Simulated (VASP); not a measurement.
Input of a VASP 6.6.1 run:

INCAR

```
PREC = Accurate ; ENCUT = 520
EDIFF = 1E-8 ; ISMEAR = -1
SIGMA = 0.03 ; LREAL = F
LASPH = T ; NELM = 80
ALGO = Normal ; ISIF = 2
LWAVE = F ; LCHARG = F
LEFG = T ; NBANDS = 16
```

Contents of KPOINTS:

```
regular mesh
0
Gamma
  10 10 10
```

Contents of POSCAR:

```
InSb
1.0
    0.0000000000      3.3362730000      3.2391000000
    3.3362730000      0.0000000000      3.2391000000
    3.3362730000      3.3362730000      0.0000000000
In Sb
1 1
Direct
    0.0000000000      0.0000000000      0.0000000000
    0.7500000000      0.7500000000      0.7500000000
```

Potentials or basis: VASP PAW LDA potentials, release 64 (In_d, Sb).

Run with:

```bash
$ cat potpaw_LDA.64/In_d/POTCAR potpaw_LDA.64/Sb/POTCAR > POTCAR
$ mpirun -np 1 vasp_std > vasp.out
```

(1) Estimate the band gap on the k mesh.

(2) Predict the pressure.

Results:

(1) 0.13 eV.

(2) -2.8 GPa.

Caveat: the cell differs from its parent crystal (equal xx and yy strain of +3 %); semilocal functionals underestimate gaps, and a narrow one can read as zero; without QUAD_EFG the Cq values of the log hold for a quadrupole moment of 1 mb, not for the nuclei; spin-orbit coupling is left out, which moves the levels of the heavy elements.
